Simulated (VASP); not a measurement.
# CrB2RuN (Immm) in VASP: further runs, part 2 of 2

VASP 6.6.1. Earlier steps stand in the parts before.

**3. Single point, PBE, collinear spin, ferromagnetic start**

This run uses another cell than the first one, of 12.35 Å³/atom, 1.366 times its volume.

The input, INCAR:

```
  ALGO = Normal
  EDIFF = 1E-7
  ENCUT = 520
  GGA = PE
  ISIF = 2
  ISMEAR = 0
  ISPIN = 2
  LASPH = T
  LCHARG = F
  LMAXMIX = 4
  LORBIT = 11
  LREAL = F
  LWAVE = F
  MAGMOM = 3 0 0 1 0
  NBANDS = 30
  NELM = 150
  PREC = Accurate
  SIGMA = 0.1
```

The input, KPOINTS:

```
k-points
0
Gamma
  6 6 6
```

The input, POSCAR:

```
CrB2RuN
1.0
   -2.0018122600      2.4726780200      3.1188172800
    2.0018122600     -2.4726780200      3.1188172800
    2.0018122600      2.4726780200     -3.1188172800
Cr B Ru N
1 2 1 1
Direct
    0.5000000000      0.5000000000      0.0000000000
    0.6738480400      0.1738480400      0.5000000000
    0.3261519600      0.8261519600      0.5000000000
    0.0000000000      0.0000000000      0.0000000000
    0.5000000000      0.0000000000      0.5000000000
```

Potentials or basis: VASP PAW PBE potentials, release 64 (Cr_pv, B, Ru_pv, N).

Started as:

```sh
$ cat potpaw_PBE.64/Cr_pv/POTCAR potpaw_PBE.64/B/POTCAR potpaw_PBE.64/Ru_pv/POTCAR potpaw_PBE.64/N/POTCAR > POTCAR
$ mpirun -np 1 vasp_std > vasp.out
```

OUTCAR:

```text
EDIFF = 1E-7
   ENCUT = 520
   GGA = PE
   ISIF = 2
   ISMEAR = 0
   ISPIN = 2
   LASPH = T
   LORBIT = 11
   LREAL = F
   NELM = 150
   PREC = Accurate

 ion  position               nearest neighbor table
   1  0.500  0.500  0.000-   5 2.00   5 2.00   2 2.28   2 2.28   3 2.28   3 2.28   4 3.12   4 3.12
                             4 3.18   4 3.18   4 3.18   4 3.18
   2  0.674  0.174  0.500-   5 1.08   3 2.17   1 2.28   1 2.28   4 2.70   4 2.70
   3  0.326  0.826  0.500-   5 1.08   2 2.17   1 2.28   1 2.28   4 2.70   4 2.70
   4  0.000  0.000  0.000-   5 2.47   5 2.47   2 2.70   2 2.70   3 2.70   3 2.70   1 3.12   1 3.12
[... 1825 lines left out ...]
     2.001812260  2.472678020 -3.118817280     0.249773673  0.202209910  0.000000000

 POSITION                                       TOTAL-FORCE (eV/Angst)
 -----------------------------------------------------------------------------------
      0.00000      0.00000      3.11882        -0.000000     -0.000000     -0.000000
      0.00000      2.47268      1.08440         0.000000      0.000000     32.952745
      2.00181      0.00000      2.03442        -0.000000     -0.000000    -32.952745
      0.00000      0.00000      0.00000        -0.000000     -0.000000      0.000000
      0.00000      2.47268      0.00000        -0.000000     -0.000000     -0.000000
 -----------------------------------------------------------------------------------
    total drift:                                0.000000      0.000000     -0.000000

  FREE ENERGIE OF THE ION-ELECTRON SYSTEM (eV)
  ---------------------------------------------------
  free  energy   TOTEN  =       -28.8785263432 eV

  energy  without entropy=      -28.8672236275  energy(sigma->0) =      -28.87287499

 total charge

# of ion       s       p       d       tot
------------------------------------------
    1        0.225   6.222   4.239  10.686
    2        0.840   1.650   0.000   2.490
    3        0.840   1.650   0.000   2.490
    4        0.179   6.088   6.036  12.304
    5        1.447   3.149   0.000   4.596
--------------------------------------------------
tot          3.532  18.759  10.275  32.566

 magnetization (x)

# of ion       s       p       d       tot
------------------------------------------
    1        0.039   0.024   2.918   2.981
    2       -0.014  -0.042   0.000  -0.057
    3       -0.014  -0.042   0.000  -0.057
    4       -0.013   0.000  -0.294  -0.306
    5        0.002   0.008   0.000   0.010
--------------------------------------------------
tot         -0.000  -0.052   2.624   2.571
```

OSZICAR:

```text
N       E                     dE             d eps       ncg     rms          rms(c)
DAV:   1     0.384217497040E+03    0.38422E+03   -0.19773E+04  5528   0.125E+03
DAV:   2    -0.188084398155E+02   -0.40303E+03   -0.38718E+03  5922   0.394E+02
[... 18 lines left out ...]
DAV:  21    -0.288785485658E+02    0.69000E-05   -0.17582E-06  6076   0.968E-03    0.185E+00
DAV:  22    -0.288785376295E+02    0.10936E-04   -0.32239E-06  5928   0.114E-02    0.124E+00
DAV:  23    -0.288785297690E+02    0.78605E-05   -0.41549E-06  6012   0.137E-02    0.570E-01
DAV:  24    -0.288785269713E+02    0.27977E-05   -0.16929E-06  6346   0.920E-03    0.221E-01
DAV:  25    -0.288785263772E+02    0.59411E-06   -0.27728E-07  5650   0.384E-03    0.351E-02
DAV:  26    -0.288785263432E+02    0.33923E-07   -0.78172E-08  3542   0.199E-03
   1 F= -.28878526E+02 E0= -.28872875E+02  d E =-.113027E-01  mag=     2.7172
```

stdout:

```text
POSCAR found type information on POSCAR CrB RuN
 POSCAR found :  4 types and       5 ions
 scaLAPACK will be used
 LDA part: xc-table for (Slater+PW92), standard interpolation
 POSCAR, INCAR and KPOINTS ok, starting setup
 FFT: planning ... GRIDC
 FFT: planning ... GRID_SOFT
 FFT: planning ... GRID
 WAVECAR not read
 entering main loop
```

Run time: 6 min. Hardware: 1 thread of AMD EPYC 7R13 (Zen 3), shared host; peak memory 0.31 GiB.

What came out:

| Item | Value |
| --- | --- |
| Free energy | -28.8785 eV |
| Pressure | 41.4 GPa |
| Largest force | 32.953 eV/Å |
| Net moment | 2.72 μB per cell |
| Site moments | Cr +2.98; B -0.06; Ru -0.31; N +0.01 μB |
| Valence electrons inside the program's atomic spheres | Cr 10.69; B 2.49; Ru 12.30; N 4.60 |

Forces on the atoms (eV/Å):
```
Cr    0.000   0.000   0.000
B     0.000   0.000  32.953
B     0.000   0.000 -32.953
Ru    0.000   0.000   0.000
N     0.000   0.000   0.000
```

Stress tensor (GPa, compression positive):
```
 -9.05   0.00   0.00
  0.00 -12.75   0.00
  0.00   0.00 146.06
```

Caveat: a cell with one magnetic atom can't hold antiferromagnetic order, which such compounds often take; forces of over 1 eV/Å act on the atoms, so gaps and moduli don't describe the material at rest. With open d or f shells a metallic result of PBE can be an artefact of self-interaction; +U or a hybrid may open a gap.
